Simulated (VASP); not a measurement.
# Ag (P6_3/mmc) in VASP: further runs

Runs on Ag. Level: PBE. Tasks: single point.

All numbers are computed with VASP 6.6.1; they aren't measurements. Logs are shortened: lines on timing, memory, paths and dates and some standing lists are left out, and cuts for length are marked.

## (1) The cell of the first run

The structure is hexagonal, space group P6_3/mmc (No. 194). The conventional cell has a = 3.093 Å, b = 3.093 Å, c = 4.298 Å, α = 90.00°, β = 90.00°, γ = 120.00°. Ag (site symmetry -6m2) has 12 Ag at 2.79 to 3.09 Å within 3.7 Å.

This isn't the form of Ag at room conditions, which is fcc.

## (2) Single point, PBE

Contents of INCAR:

```
SYSTEM = Ag
ALGO = Fast ; EDIFF = 1E-7
ENCUT = 520 ; GGA = PE
ISIF = 2 ; ISMEAR = 0
LASPH = .True. ; LCHARG = .False.
LREAL = .False. ; LWAVE = .False.
NBANDS = 18 ; NELM = 100
PREC = Accurate ; SIGMA = 0.15
```

Contents of KPOINTS:

```
k-points
0
Gamma
  24 24 12
  0 0 0
```

Contents of POSCAR:

```
Ag
1.0
    3.0931028461      0.0000000000      0.0000000000
   -1.5465514230      2.6787056412      0.0000000000
    0.0000000000      0.0000000000      4.2981489721
Ag
2
Direct
    0.3333333333      0.6666666667      0.2500000000
    0.6666666667      0.3333333333      0.7500000000
```

Potentials or basis: VASP PAW PBE potentials, release 64 (Ag).

Run with:

```sh
$ cat potpaw_PBE.64/Ag/POTCAR > POTCAR
$ mpirun -np 1 vasp_std > vasp.out
```

OUTCAR:

```text
SYSTEM = Ag
   EDIFF = 1E-7
   ENCUT = 520
   GGA = PE
   ISIF = 2
   ISMEAR = 0
   LASPH = .True.
   LREAL = .False.
   NELM = 100
   PREC = Accurate

 ion  position               nearest neighbor table
   1  0.333  0.667  0.250-   2 2.79   2 2.79   2 2.79   2 2.79   2 2.79   2 2.79
   2  0.667  0.333  0.750-   1 2.79   1 2.79   1 2.79   1 2.79   1 2.79   1 2.79

  LATTYP: Found a hexagonal cell.
 ALAT       =     3.0931028461
 C/A-ratio  =     1.3895913540

  Lattice vectors:

 A1 = (   3.0931028461,   0.0000000000,   0.0000000000)
 A2 = (  -1.5465514230,   2.6787056412,   0.0000000000)
 A3 = (   0.0000000000,   0.0000000000,   4.2981489721)

Analysis of symmetry for initial positions (statically):
=====================================================================
 Subroutine PRICEL returns:
 Original cell was already a primitive cell.

 Routine SETGRP: Setting up the symmetry group for a
 hexagonal supercell.

 Subroutine GETGRP returns: Found 24 space group operations
 (whereof 12 operations were pure point group operations)
 out of a pool of 24 trial point group operations.

The static configuration has the point symmetry D_3d.
 The point group associated with its full space group is D_6h.

Analysis of symmetry for dynamics (positions and initial velocities):
=====================================================================
 Subroutine PRICEL returns:
 Original cell was already a primitive cell.

 Routine SETGRP: Setting up the symmetry group for a
 hexagonal supercell.

 Subroutine GETGRP returns: Found 24 space group operations
 (whereof 12 operations were pure point group operations)
 out of a pool of 24 trial point group operations.

The dynamic configuration has the point symmetry D_3d.
 The point group associated with its full space group is D_6h.

 Subroutine INISYM returns: Found 24 space group operations
 (whereof 12 operations are pure point group operations),
 and found     1 'primitive' translations

----------------------------------------------------------------------------------------

                                     Primitive cell

  volume of cell :      35.6124

  direct lattice vectors                    reciprocal lattice vectors
     3.093102846  0.000000000  0.000000000     0.323299951  0.186657314  0.000000000
    -1.546551423  2.678705641  0.000000000     0.000000000  0.373314628  0.000000000
     0.000000000  0.000000000  4.298148972     0.000000000  0.000000000  0.232658292

  length of vectors
     3.093102846  3.093102846  4.298148972     0.373314628  0.373314628  0.232658292

  position of ions in fractional coordinates (direct lattice)
     0.333333333  0.666666667  0.250000000
     0.666666667  0.333333333  0.750000000

  ion indices of the primitive-cell ions
   primitive index   ion index
                 1           1
                 2           2

----------------------------------------------------------------------------------------

 KPOINTS: k-points

Automatic generation of k-mesh.
 Grid dimensions read from file:
 generate k-points for:   24   24   12

 Generating k-lattice:

  Cartesian coordinates                     Fractional coordinates (reciprocal lattice)
     0.013470831  0.007777388  0.000000000     0.041666667  0.000000000  0.000000000
     0.000000000  0.015554776  0.000000000     0.000000000  0.041666667  0.000000000
     0.000000000  0.000000000  0.019388191     0.000000000  0.000000000  0.083333333

  Length of vectors
     0.015554776  0.015554776  0.019388191

  Shift w.r.t. Gamma in fractional coordinates (k-lattice)
     0.000000000  0.000000000  0.000000000

 Subroutine IBZKPT returns following result:
 ===========================================

 Found    427 irreducible k-points:

 Following reciprocal coordinates:
            Coordinates               Weight
  0.000000  0.000000  0.000000      1.000000
  0.041667 -0.000000  0.000000      6.000000
  0.083333 -0.000000  0.000000      6.000000
  0.125000 -0.000000  0.000000      6.000000
  0.166667 -0.000000  0.000000      6.000000
  0.208333 -0.000000  0.000000      6.000000
[... 16 lines left out ...]
  0.416667  0.041667  0.000000     12.000000
  0.458333  0.041667  0.000000     12.000000
 [... further k-points ...]
   k-points           NKPTS =    427   k-points in BZ     NKDIM =    427   number of bands    NBANDS=     18
   number of dos      NEDOS =    301   number of ions     NIONS =      2
   total plane-waves  NPLWV =  18432
   dimension x,y,z NGX =    24 NGY =   24 NGZ =   32
   dimension x,y,z NGXF=    48 NGYF=   48 NGZF=   64
   ions per type =               2
   NGX,Y,Z   is equivalent  to a cutoff of  12.90, 12.90, 12.38 a.u.
   NGXF,Y,Z  is equivalent  to a cutoff of  25.80, 25.80, 24.75 a.u.
 SYSTEM =  Ag
   PREC   = accura    normal or accurate (medium, high low for compatibility)
   ISTART =      0    job   : 0-new  1-cont  2-samecut
   ICHARG =      2    charge: 1-file 2-atom 10-const
   ISPIN  =      1    spin polarized calculation?
   LNONCOLLINEAR =      F non collinear calculations
   LSORBIT =      F    spin-orbit coupling
   LASPH  =      T    aspherical Exc in radial PAW
   ENCUT  =  520.0 eV  38.22 Ry    6.18 a.u.   5.75  5.75  7.99*2*pi/ulx,y,z
   NELM   =    100;   NELMIN=  2; NELMDL= -5     # of ELM steps
   EDIFF  = 0.1E-06   stopping-criterion for ELM
   LREAL  =      F    real-space projection
   EDIFFG = 0.1E-05   stopping-criterion for IOM
   NSW    =      0    number of steps for IOM
   IBRION =     -1    ionic relax: 0-MD 1-quasi-New 2-CG
   NFREE  =      0    steps in history (QN), initial steepest desc. (CG)
   ISIF   =      2    stress and relaxation
   ISYM   =      2    0-nonsym 1-usesym 2-fastsym
   POTIM  = 0.5000    time-step for ionic-motion
   TEBEG  =    0.0;   TEEND  =   0.0 temperature during run
   PSTRESS=    0.0 pullay stress
   NELECT =      22.0000    total number of electrons
   NUPDOWN=      -1.0000    fix difference up-down
   EMIN   =  10.00;   EMAX   =-10.00  energy-range for DOS
   EFERMI =   0.00;   METHOD = LEGACY
   ISMEAR =     0;   SIGMA  =   0.15  broadening in eV -4-tet -1-fermi 0-gaus
   EFERMI_NEDOS =   21; number of points for ismear=-14 and -15
   IALGO  =     68    algorithm
   IMIX   =      4    mixing-type and parameters
     AMIX     =   0.40;   BMIX     =  1.00
     AMIX_MAG =   1.60;   BMIX_MAG =  1.00
  volume/ion in A,a.u.               =      17.81       120.16
  Fermi-wavevector in a.u.,A,eV,Ry     =   1.394276  2.634800 26.449806  1.944006
  Thomas-Fermi vector in A             =   2.517841
   LORBIT       =      0    0 simple, 1 ext, 2 COOP (PROOUT), +10 PAW based schemes
   GGA     = PE    functional components
   LHFCALC =     F    Hartree Fock is set to
   AEXX    =    0.0000 exact exchange contribution
   IVDW    =     0    specifies the selected vdW correction
   LEPSILON=     F    determine dielectric tensor
   LRPA    =     F    only Hartree local field effects (RPA)
 non-spin polarized calculation
 RMM-DIIS sequential band-by-band and
 Gauss-broadening in eV      SIGMA  =   0.15
  energy-cutoff  :      520.00
  volume of cell :       35.61
 maximum number of plane-waves:       972
 NGX is ok and might be reduce to    24

 number of electron      22.0000004 magnetization

 Free energy of the ion-electron system (eV)
  ---------------------------------------------------
  ext. energy  EPLUGINS =         0.00000000
  ---------------------------------------------------
  free energy    TOTEN  =        -5.27458758 eV

  energy without entropy =       -5.26937793  energy(sigma->0) =       -5.27198275

 E-fermi :   7.8843     XC(G=0): -11.9351

 val. band max:        7.8780762137   @ k =   0.1250   0.0833   0.2500
 cond. band min:       7.8854242381   @ k =   0.4583   0.0417   0.3333
 fundamental gap:      0.0073480244
 Fermi energy:         7.8843218592

 k-point     1 :       0.0000    0.0000    0.0000
  band No.  band energies     occupation
      1       0.3864      2.00000
      2       1.6999      2.00000
      3       3.2436      2.00000
      4       3.2436      2.00000
      5       3.2856      2.00000
      6       3.2856      2.00000
[... 10 lines left out ...]
     17      24.9712      0.00000
     18      25.7341      0.00000

 k-point     2 :       0.0417   -0.0000    0.0000
  band No.  band energies     occupation
      1       0.4272      2.00000
      2       1.7170      2.00000
      3       3.2119      2.00000
      4       3.2632      2.00000
      5       3.2715      2.00000
      6       3.2728      2.00000
[... 10 lines left out ...]
     17      25.1584      0.00000
     18      26.1546      0.00000

 k-point     3 :       0.0833   -0.0000    0.0000
  band No.  band energies     occupation
      1       0.5482      2.00000
      2       1.7658      2.00000
      3       3.1325      2.00000
      4       3.2312      2.00000
      5       3.2326      2.00000
      6       3.3209      2.00000
[... 10 lines left out ...]
     17      25.4550      0.00000
     18      26.9827      0.00000

 k-point     4 :       0.1250   -0.0000    0.0000
  band No.  band energies     occupation
      1       0.7435      2.00000
      2       1.8373      2.00000
      3       3.0336      2.00000
      4       3.1607      2.00000
      5       3.1701      2.00000
      6       3.4140      2.00000
[... 10 lines left out ...]
     17      25.8407      0.00000
     18      26.2657      0.00000

 k-point     5 :       0.1667   -0.0000    0.0000
  band No.  band energies     occupation
      1       1.0015      2.00000
      2       1.9157      2.00000
      3       2.9416      2.00000
      4       3.0530      2.00000
      5       3.0952      2.00000
      6       3.5376      2.00000
[... 10 lines left out ...]
     17      25.2655      0.00000
     18      26.1033      0.00000

 k-point     6 :       0.2083   -0.0000    0.0000
  band No.  band energies     occupation
      1       1.2990      2.00000
      2       1.9788      2.00000
      3       2.8867      2.00000
      4       2.9115      2.00000
      5       3.0133      2.00000
      6       3.6502      2.00000
[... 10 lines left out ...]
     17      24.2977      0.00000
     18      25.2654      0.00000

 k-point     7 :       0.2500   -0.0000    0.0000
  band No.  band energies     occupation
      1       1.5928      2.00000
      2       2.0053      2.00000
      3       2.7477      2.00000
      4       2.9088      2.00000
      5       2.9309      2.00000
      6       3.7233      2.00000
[... 10 lines left out ...]
     17      23.3529      0.00000
     18      23.9591      0.00000

 k-point     8 :       0.2917   -0.0000    0.0000
  band No.  band energies     occupation
      1       1.8153      2.00000
      2       1.9967      2.00000
      3       2.5794      2.00000
      4       2.8530      2.00000
      5       3.0415      2.00000
      6       3.8231      2.00000
[... 10 lines left out ...]
     17      22.4402      0.00000
     18      22.7621      0.00000
[... 229 lines left out ...]
     17      22.8875      0.00000
     18      23.4168      0.00000

 k-point    20 :       0.2917    0.0417    0.0000
  band No.  band energies     occupation
      1       1.8949      2.00000
      2       2.0096      2.00000
      3       2.4790      2.00000
      4       2.8316      2.00000
      5       3.1084      2.00000
      6       3.8647      2.00000
[... 10 lines left out ...]
     17      21.9744      0.00000
     18      22.9874      0.00000

 k-point    21 :       0.3333    0.0417    0.0000
  band No.  band energies     occupation
      1       1.8844      2.00000
      2       2.0572      2.00000
      3       2.3359      2.00000
      4       2.7696      2.00000
      5       3.3480      2.00000
      6       3.8558      2.00000
[... 10 lines left out ...]
     17      21.0784      0.00000
     18      22.9869      0.00000

 k-point    22 :       0.3750    0.0417    0.0000
  band No.  band energies     occupation
      1       1.8341      2.00000
      2       2.0893      2.00000
      3       2.2215      2.00000
      4       2.7207      2.00000
      5       3.5745      2.00000
      6       3.8272      2.00000
[... 10 lines left out ...]
     17      20.2240      0.00000
     18      23.0062      0.00000

 k-point    23 :       0.4167    0.0417    0.0000
  band No.  band energies     occupation
      1       1.7922      2.00000
      2       2.1002      2.00000
      3       2.1421      2.00000
      4       2.6870      2.00000
      5       3.7474      2.00000
      6       3.8098      2.00000
[... 10 lines left out ...]
     17      19.4720      0.00000
     18      23.0232      0.00000

 k-point    24 :       0.4583    0.0417    0.0000
  band No.  band energies     occupation
      1       1.7694      2.00000
      2       2.1016      2.00000
      3       2.1026      2.00000
      4       2.6699      2.00000
      5       3.8015      2.00000
      6       3.8466      2.00000
[... 10 lines left out ...]
     17      18.9735      0.00000
     18      23.0340      0.00000

 [... further k-points ...]

------------------------ aborting loop because EDIFF is reached ----------------------------------------

  FORCE on cell =-STRESS in cart. coord.  units (eV):
  Direction    XX          YY          ZZ          XY          YZ          ZX
  --------------------------------------------------------------------------------------
  -------------------------------------------------------------------------------------
  Total       -0.2006194     -0.2006194      2.3904708     -0.0000000      0.0000000      0.0000000
  in kB       -9.0257362     -9.0257362    107.5457412     -0.0000000      0.0000000      0.0000000
  external PRESSURE =      29.8314229 kB  Pullay stress =       0.0000000 kB

 VOLUME and BASIS-vectors are now :
 -----------------------------------------------------------------------------
  energy-cutoff  :      520.00
  volume of cell :       35.61
      direct lattice vectors                 reciprocal lattice vectors
     3.093102846  0.000000000  0.000000000     0.323299951  0.186657314  0.000000000
    -1.546551423  2.678705641  0.000000000     0.000000000  0.373314628  0.000000000
     0.000000000  0.000000000  4.298148972     0.000000000  0.000000000  0.232658292

 POSITION                                       TOTAL-FORCE (eV/Angst)
 -----------------------------------------------------------------------------------
     -0.00000      1.78580      1.07454         0.000000      0.000000      0.000000
      1.54655      0.89290      3.22361        -0.000000      0.000000      0.000000
 -----------------------------------------------------------------------------------
    total drift:                               -0.000000      0.000000     -0.000000

  FREE ENERGIE OF THE ION-ELECTRON SYSTEM (eV)
  ---------------------------------------------------
  free  energy   TOTEN  =        -5.2745875782 eV

  energy  without entropy=       -5.2693779305  energy(sigma->0) =       -5.27198275
```

Wall time 2.4 min (1 thread of Intel Xeon Platinum 8259CL at 2.50GHz (Skylake/Cascade Lake), shared host); peak memory 0.32 GiB.

Results:

```
Free energy            : -5.2746 eV
Pressure               : 3.0 GPa
Band gap on the k mesh : zero (bands 11 and 12 overlap by 6.60 eV)
```

Stress tensor (GPa, compression positive):
```
-0.90  0.00  0.00
 0.00 -0.90  0.00
 0.00  0.00 10.75
```

## (3) Single point, PBE

This run uses another cell than the first one, of the same volume but with other edges.

Contents of INCAR:

```
PREC = Accurate
ENCUT = 520
EDIFF = 1E-6
ISMEAR = 0
SIGMA = 0.15
LREAL = False
LASPH = True
NELM = 60
ALGO = Fast
ISIF = 2
LWAVE = False
LCHARG = False
GGA = PE
NBANDS = 18
```

Contents of KPOINTS:

```
Automatic mesh
0
Gamma
  24 24 12
```

Contents of POSCAR:

```
Ag
1.0
    2.7572337582      0.0000000000      0.0000000000
   -1.3786168791      2.3878344788      0.0000000000
    0.0000000000      0.0000000000      5.4090750940
Ag
2
Direct
    0.3333333333      0.6666666667      0.2500000000
    0.6666666667      0.3333333333      0.7500000000
```

Potentials or basis: VASP PAW PBE potentials, release 64 (Ag).

Run with:

```sh
$ cat potpaw_PBE.64/Ag/POTCAR > POTCAR
$ mpirun -np 1 vasp_std > vasp.out
```

Run time: 2.4 min. Hardware: 1 thread of Intel Xeon Platinum 8259CL at 2.50GHz (Skylake/Cascade Lake), shared host; peak memory 0.33 GiB.

It converged, with:

```yaml
Free_energy: -5.1995 eV
Pressure: 4.6 GPa
Band_gap_on_the_k_mesh: zero (bands 11 and 12 overlap by 8.22 eV)
```

Stress tensor (GPa, compression positive):
```
10.66  0.00  0.00
 0.00 10.66  0.00
 0.00  0.00 -7.56
```

Levels at points of the mesh, in eV from the Fermi level:
| k point | band 8 | band 9 | band 10 | band 11 | band 12 | band 13 | band 14 | band 15 |
| --- | --- | --- | --- | --- | --- | --- | --- | --- |
| (0.00, 0.00, 0.00) | -3.60 | -3.60 | -3.18 | -3.18 | -1.41 | 1.05 | 13.11 | 16.84 |
| (0.50, 0.00, 0.00) | -3.29 | -2.65 | -2.61 | 0.54 | 2.03 | 5.95 | 6.34 | 8.23 |
| (0.00, 0.00, 0.50) | -4.77 | -3.36 | -3.36 | -3.36 | -3.36 | 7.15 | 7.15 | 17.17 |
| (0.50, 0.00, 0.50) | -3.34 | -2.63 | -2.63 | 0.99 | 0.99 | 4.89 | 4.89 | 11.50 |

Caveat: the cell stands under pressure.

## (4) Single point, PBE

This run uses another cell than the first one, of the same volume but with other edges.

Contents of INCAR:

```
PREC = Accurate
ENCUT = 520
EDIFF = 1E-6
ISMEAR = 0
SIGMA = 0.15
LREAL = False
LASPH = True
NELM = 100
ALGO = Fast
ISIF = 2
LWAVE = False
LCHARG = True
GGA = PE
LELF = True
LVHAR = True
NBANDS = 18
```

KPOINTS is that of step 3.

Contents of POSCAR:

```
Ag
1.0
    3.0125763338      0.0000000000      0.0000000000
   -1.5062881669      2.6089676359      0.0000000000
    0.0000000000      0.0000000000      4.5310000292
Ag
2
Direct
    0.3333333333      0.6666666667      0.2500000000
    0.6666666667      0.3333333333      0.7500000000
```

Run with:

```sh
$ cat potpaw_PBE.64/Ag/POTCAR > POTCAR
$ mpirun -np 1 vasp_std > vasp.out
```

Run time: 2.2 min. Hardware: 1 thread of Intel Xeon Platinum 8259CL at 2.50GHz (Skylake/Cascade Lake), shared host; peak memory 0.33 GiB.

It converged, with:

| Item | Value |
| --- | --- |
| Free energy | -5.3832 eV |
| Pressure | 1.2 GPa |
| Band gap on the k mesh | zero (bands 11 and 12 overlap by 6.97 eV) |

Stress tensor (GPa, compression positive):
```
-1.08  0.00  0.00
 0.00 -1.08  0.00
 0.00  0.00  5.69
```

Levels at points of the mesh, in eV from the Fermi level:
| k point | band 8 | band 9 | band 10 | band 11 | band 12 | band 13 | band 14 | band 15 |
| --- | --- | --- | --- | --- | --- | --- | --- | --- |
| (0.00, 0.00, 0.00) | -4.32 | -4.32 | -3.11 | -3.11 | 0.32 | 4.44 | 14.87 | 16.44 |
| (0.50, 0.00, 0.00) | -3.21 | -3.00 | -2.81 | -0.18 | 1.03 | 7.23 | 7.33 | 9.46 |
| (0.00, 0.00, 0.50) | -4.25 | -3.39 | -3.39 | -3.39 | -3.39 | 12.57 | 12.57 | 15.25 |
| (0.50, 0.00, 0.50) | -3.18 | -3.07 | -3.07 | 0.68 | 0.68 | 4.15 | 4.15 | 12.68 |

## (5) Overview

| cell | further INCAR settings | gap on the mesh (eV) | pressure (GPa) |
| --- | --- | --- | --- |
| a = 3.093, b = 3.093, c = 4.298 Å, angles 90.0, 90.0, 120.0°, 2 atoms | ALGO = Fast; EDIFF = 1e-07; NBANDS = 18 | none | 3.0 |
| a = 2.757, b = 2.757, c = 5.409 Å, angles 90.0, 90.0, 120.0°, 2 atoms | ALGO = Fast; EDIFF = 1e-06; NBANDS = 18 | none | 4.6 |
| a = 3.013, b = 3.013, c = 4.531 Å, angles 90.0, 90.0, 120.0°, 2 atoms | ALGO = Fast; EDIFF = 1e-06; NBANDS = 18 | none | 1.2 |

Alike in all rows: task single point; level PBE; potentials or basis VASP PAW PBE potentials, release 64 (Ag); no spin polarisation; k mesh 24 × 24 × 12; cutoff (eV) 520; smearing gaussian 0.15 eV.

Caveats: the cell stands under pressure (at least some runs).

Total energies depend on the potentials used, so only differences within one code and one set of settings carry meaning.
